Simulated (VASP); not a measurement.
Input of a VASP 6.6.1 run:

Contents of INCAR:

```
ALGO = Normal
EDIFF = 1E-6
ENCUT = 520
GGA = PS
ISIF = 2
ISMEAR = 0
LASPH = True
LCHARG = False
LREAL = False
LWAVE = False
NBANDS = 18
NELM = 80
PREC = Accurate
SIGMA = 0.15
```

Contents of KPOINTS:

```
k-points
0
Gamma
  24 24 6
```

Contents of POSCAR:

```
P
1.0
   -2.4347371633      0.0000000000     -0.0052449062
    0.0000000000     -2.4346254889      0.0000000000
   -1.4806467121      0.0000000000      9.5827481618
P
4
Direct
    0.4750000000      0.0000000000      0.8750000000
    0.7750000000      0.0000000000      0.3750000000
   -0.0750000000      0.0000000000      0.1250000000
   -0.3750000000      0.0000000000      0.6250000000
```

Potentials or basis: VASP PAW PBE potentials, release 64 (P).

Launch:

```sh
$ cat potpaw_PBE.64/P/POTCAR > POTCAR
$ mpirun -np 1 vasp_std > vasp.out
```

Predict the largest force.

0.559 eV/Å.

Predict the band gap on the k mesh.

zero (band 10 reaches 15.21 eV, above the bottom of band 11 at 6.93 eV).

Forces in eV/Å, atoms in the order of the input:
```
P    0.339  0.000 -0.445
P   -0.028  0.000 -0.260
P   -0.339  0.000  0.445
P    0.028  0.000  0.260
```

Caveat: the PAW data sets were made with another functional, which shifts forces and pressure a little.
